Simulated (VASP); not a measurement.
Here is a VASP 6.6.1 calculation.

The input INCAR:

```
PREC = Accurate
ENCUT = 520
EDIFF = 1E-6
ISMEAR = 0
SIGMA = 0.05
LREAL = Auto
LASPH = True
NELM = 100
ALGO = Normal
ISIF = 2
LWAVE = False
LCHARG = True
LDIPOL = True
IDIPOL = 3
DIPOL = 0.5 0.5 0.500
GGA = PE
IVDW = 12
LELF = True
LVHAR = True
LVACPOTAV = True
NBANDS = 86
```

Contents of KPOINTS:

```
regular mesh
0
Gamma
  5 5 1
```

Contents of POSCAR:

```
MgO
1.0
    5.9510445407      0.0000000000      0.0000000000
    0.0000000000      5.9510445407      0.0000000000
    0.0000000000      0.0000000000     23.3120359248
Mg O
16 16
Direct
    0.2500000000      0.2500000000      0.3646185184
    0.2500000000      0.7500000000      0.3646185184
    0.7500000000      0.2500000000      0.3646185184
    0.7500000000      0.7500000000      0.3646185184
    0.5000000000      0.5000000000      0.4548728395
    0.5000000000      0.0000000000      0.4548728395
    0.0000000000      0.5000000000      0.4548728395
    0.0000000000      0.0000000000      0.4548728395
    0.7500000000      0.7500000000      0.5454993714
    0.7500000000      0.2500000000      0.5454993714
    0.2500000000      0.7500000000      0.5454993714
    0.2500000000      0.2500000000      0.5454993714
    0.0000000000      0.0000000000      0.6351676761
    0.0000000000      0.5000000000      0.6351676761
    0.5000000000      0.0000000000      0.6351676761
    0.5000000000      0.5000000000      0.6351676761
    0.5000000000      0.5000000000      0.3646185184
    0.5000000000      0.0000000000      0.3646185184
    0.0000000000      0.5000000000      0.3646185184
    0.0000000000      0.0000000000      0.3646185184
    0.7500000000      0.7500000000      0.4548728395
    0.7500000000      0.2500000000      0.4548728395
    0.2500000000      0.7500000000      0.4548728395
    0.2500000000      0.2500000000      0.4548728395
    0.0000000000      0.0000000000      0.5452489435
    0.0000000000      0.5000000000      0.5452489435
    0.5000000000      0.0000000000      0.5452489435
    0.5000000000      0.5000000000      0.5452489435
    0.2500000000      0.2500000000      0.6373284078
    0.2500000000      0.7500000000      0.6373284078
    0.7500000000      0.2500000000      0.6373284078
    0.7500000000      0.7500000000      0.6373284078
```

Potentials or basis: VASP PAW PBE potentials, release 64 (Mg, O).

Run with:

```bash
$ cat potpaw_PBE.64/Mg/POTCAR potpaw_PBE.64/O/POTCAR > POTCAR
$ mpirun -np 1 vasp_std > vasp.out
```

Task: Predict the largest force.

Result: 0.544 eV/Å.

Task: Predict the dispersion energy per atom.

Result: -0.220 eV.

Forces in eV/Å, atoms in the order of the input:
```
Mg   0.000  0.000  0.440
Mg   0.000  0.000  0.440
Mg   0.000  0.000  0.440
Mg   0.000  0.000  0.440
Mg   0.000  0.000  0.072
Mg   0.000  0.000  0.072
Mg   0.000  0.000  0.072
Mg   0.000  0.000  0.072
Mg   0.000  0.000 -0.002
Mg   0.000  0.000 -0.002
Mg   0.000  0.000 -0.002
Mg   0.000  0.000 -0.002
Mg   0.000  0.000 -0.025
Mg   0.000  0.000 -0.025
Mg   0.000  0.000 -0.025
Mg   0.000  0.000 -0.025
O    0.000  0.000 -0.544
O    0.000  0.000 -0.544
O    0.000  0.000 -0.544
O    0.000  0.000 -0.544
O    0.000  0.000  0.059
O    0.000  0.000  0.059
O    0.000  0.000  0.059
O    0.000  0.000  0.059
O    0.000  0.000 -0.016
O    0.000  0.000 -0.016
O    0.000  0.000 -0.016
O    0.000  0.000 -0.016
O    0.000  0.000  0.017
O    0.000  0.000  0.017
O    0.000  0.000  0.017
O    0.000  0.000  0.017
```
